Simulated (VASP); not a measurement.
Input of a VASP 6.6.1 run:

The input INCAR:

```
SYSTEM = Al
PREC = Accurate
ENCUT = 520
EDIFF = 1E-6
ISMEAR = 0
SIGMA = 0.15
LREAL = .FALSE.
LASPH = .TRUE.
NELM = 60
ALGO = Normal
ISIF = 2
LWAVE = .FALSE.
LCHARG = .FALSE.
GGA = PS
IVDW = 12
NBANDS = 14
```

File KPOINTS:

```
Automatic mesh
0
G
  18 18 6
  0 0 0
```

Contents of POSCAR:

```
Al
1.0
    2.8384528175      0.0000000000      0.0000000000
   -1.4192264087      2.4581722474      0.0000000000
    0.0000000000      0.0000000000      8.9496417336
Al
4
Direct
    0.0000000000      0.0000000000      0.0000000000
    0.3333333333      0.6666666667      0.2500000000
    0.0000000000      0.0000000000      0.5000000000
    0.6666666667      0.3333333333      0.7500000000
```

Potentials or basis: VASP PAW PBE potentials, release 64 (Al).

The run is started by

```sh
$ cat potpaw_PBE.64/Al/POTCAR > POTCAR
$ mpirun -np 1 vasp_std > vasp.out
```

Question: What does it give for the dispersion energy per atom?

Answer: -0.336 eV.

Question: What does it give for the pressure?

Answer: 0.2 GPa.

Stress tensor (GPa, compression positive):
```
-1.11  0.00  0.00
 0.00 -1.11  0.00
 0.00  0.00  2.81
```

Caveat: the PAW data sets were made with another functional, which shifts forces and pressure a little.
